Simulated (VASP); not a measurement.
Wanted: the native input for a VASP 6.6.1 run.

| Quantity | Value |
| --- | --- |
| Task | single point |
| Functional | PBE |
| Potentials or basis | VASP PAW PBE potentials, release 64 (P) |
| Cutoff | 520 eV |
| k mesh | 8 × 1 × 6 |
| Occupations | gaussian, width 0.02 eV |
| Spin | no spin polarisation |
| Dipole correction | no |
| Further INCAR settings | ALGO = Normal; EDIFF = 1e-06; NBANDS = 18 |

The structure of P lies in POSCAR:

```
P
1.0
    3.4517598902      0.0000000000      0.0000000000
    0.0000000000     36.4317981727      0.0000000000
    0.0000000000      0.0000000000      4.4528087652
P
4
Direct
    0.0000000000      0.9709238816      0.5849076171
    0.0000000000      0.0290761184      0.4150923829
    0.5000000000      0.0290761184      0.0849076171
    0.5000000000      0.9709238816      0.9150923829
```

This cell differs from its parent crystal: biaxial strain in the a-b plane: +4.5 %, then relaxed in part.

The input as run:

INCAR

```
SYSTEM = P
PREC = Accurate
ENCUT = 520
EDIFF = 1E-6
ISMEAR = 0
SIGMA = 0.02
LREAL = .False.
LASPH = .True.
NELM = 100
ALGO = Normal
ISIF = 2
LWAVE = .False.
LCHARG = .True.
GGA = PE
LELF = .True.
LVHAR = .True.
NBANDS = 18
```

KPOINTS

```
regular mesh
0
Gamma
  8 1 6
  0 0 0
```

Potentials or basis: VASP PAW PBE potentials, release 64 (P).

Run with:

```console
$ cat potpaw_PBE.64/P/POTCAR > POTCAR
$ mpirun -np 1 vasp_std > vasp.out
```

Results of the run:

| Item | Value |
| --- | --- |
| Largest force | 0.046 eV/Å |
| Band gap on the k mesh | 1.01 eV |

Caveat: the cell differs from its parent crystal (biaxial strain in the a-b plane: +4.5 %, then relaxed in part).

Run time: 3.1 min on 1 thread of Intel(R) Xeon(R) 6975P-C (Granite Rapids), on a shared host, peak memory 0.63 GiB.
